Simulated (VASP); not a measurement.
Input of a VASP 6.6.1 run:

Contents of POSCAR:

```
GaN
1.0
    0.0000000000      2.3968409079      1.6945665219
    2.3968409079      0.0000000000      1.6945665219
    2.3968409079      2.3968409079      0.0000000000
Ga N
1 1
Direct
    0.0000000000      0.0000000000      0.0000000000
    0.5000000000      0.5000000000      0.5000000000
```

INCAR.step1

```
SYSTEM = GaN
PREC = Accurate ; ENCUT = 520
ISMEAR = 0 ; SIGMA = 0.05
LREAL = .FALSE. ; LASPH = .TRUE.
NELM = 80 ; NBANDS = 16
GGA = PE ; ALGO = Normal
EDIFF = 1E-4 ; LWAVE = .TRUE.
LCHARG = .FALSE.
```

The input INCAR.step2:

```
SYSTEM = GaN
PREC = Accurate ; ENCUT = 520
EDIFF = 1E-6 ; ISMEAR = 0
SIGMA = 0.05 ; LREAL = .FALSE.
LASPH = .TRUE. ; NELM = 80
ALGO = Normal ; ISIF = 2
LWAVE = .FALSE. ; LCHARG = .FALSE.
METAGGA = R2SCAN ; LMIXTAU = .TRUE.
NBANDS = 16 ; ISTART = 1
```

Contents of KPOINTS:

```
regular mesh
0
G
  12 12 12
  0 0 0
```

Potentials or basis: VASP PAW PBE potentials, release 64 (Ga_d, N).

Command:

```console
$ cat potpaw_PBE.64/Ga_d/POTCAR potpaw_PBE.64/N/POTCAR > POTCAR
$ cp INCAR.step1 INCAR
$ mpirun -np 1 vasp_std > vasp.out
$ cp INCAR.step2 INCAR
$ mpirun -np 1 vasp_std > vasp.out
```

**Question.** What does it give for the pressure?

**Answer.** 44.3 GPa.

**Question.** What does it give for the band gap on the k mesh?

**Answer.** 2.19 eV (least direct gap 3.50 eV).

Stress tensor (GPa, compression positive):
```
  5.88   0.00   0.00
  0.00   5.88   0.00
  0.00   0.00 121.09
```

Caveat: the stress differs along the axes, from 6 to 121 GPa; the PAW data sets were made with another functional, which shifts forces and pressure a little. A k mesh can miss the band edges.
